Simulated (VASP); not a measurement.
Runs of VASP 6.6.1 on BeTe. The structure is that of space group I-4m2 (No. 119), or close to it. The cells are those of the table. 

```csv
cell,gap on the mesh (eV),pressure (GPa)
"a = 3.996, b = 3.996, c = 4.074 Å, angles 59.4, 59.4, 61.3°, 2 atoms",2.10,(b)
"a = 4.077, b = 4.077, c = 4.231 Å, angles 58.7, 58.7, 62.5°, 2 atoms",2.06,-4.5
"a = 3.930, b = 3.930, c = 4.231 Å, angles 57.4, 57.4, 65.1°, 2 atoms",(c),-0.5
"a = 4.077, b = 4.077, c = 3.917 Å, angles 61.3, 61.3, 57.4°, 2 atoms",(a),-0.7
```

Alike in all rows: task single point; level r2SCAN; potentials or basis VASP PAW PBE potentials, release 64 (Be, Te); no spin polarisation; k mesh 8 × 8 × 8; cutoff (eV) 660; smearing gaussian 0.05 eV.

Task: Estimate the missing entries.

Result: (a) 2.08; (b) -0.8; (c) 1.38.

Caveats: the PAW data sets were made with another functional, which shifts forces and pressure a little; spin-orbit coupling is left out, which moves the levels of the heavy elements; the cell stands under tension (at least some runs).

A k mesh can miss the band edges, and the runs leave out spin-orbit coupling on Te.
